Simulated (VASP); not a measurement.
## GaAs: single point with PBE

Crystal: GaAs.

```
Ga As
1.0
     0.00000    2.67780    2.67780
     2.67780    0.00000    2.67780
     2.67780    2.67780    0.00000
Ga As
1 1
Direct
  0.00000 0.00000 0.00000
  0.50000 0.50000 0.50000
```

```yaml
Program: VASP 6.6.1
Task: single point
Functional: PBE
Potentials_or_basis: VASP PAW PBE potentials, release 64 (Ga_d, As)
Cutoff: 520 eV
k_mesh: 9 × 9 × 9
Occupations: fermi-dirac, width 0.05 eV
Spin: no spin polarisation
Dipole_correction: no
Further_INCAR_settings: ALGO = Normal; EDIFF = 1e-07; NBANDS = 16
```

```
Pressure               : 1.7 GPa
Band gap on the k mesh : zero (band 9 reaches 6.00 eV, above the bottom of band 10 at 2.90 eV)
```

Levels at points of the mesh, in eV from the Fermi level:
| k point | band 6 | band 7 | band 8 | band 9 | band 10 | band 11 | band 12 | band 13 |
| --- | --- | --- | --- | --- | --- | --- | --- | --- |
| (0.00, 0.00, 0.00) | -13.24 | 0.04 | 0.04 | 0.04 | 0.05 | 7.32 | 7.32 | 7.32 |

Wall time 9.2 s on 1 thread of Intel(R) Xeon(R) 6975P-C (Granite Rapids) (shared host), peak memory 0.16 GiB.
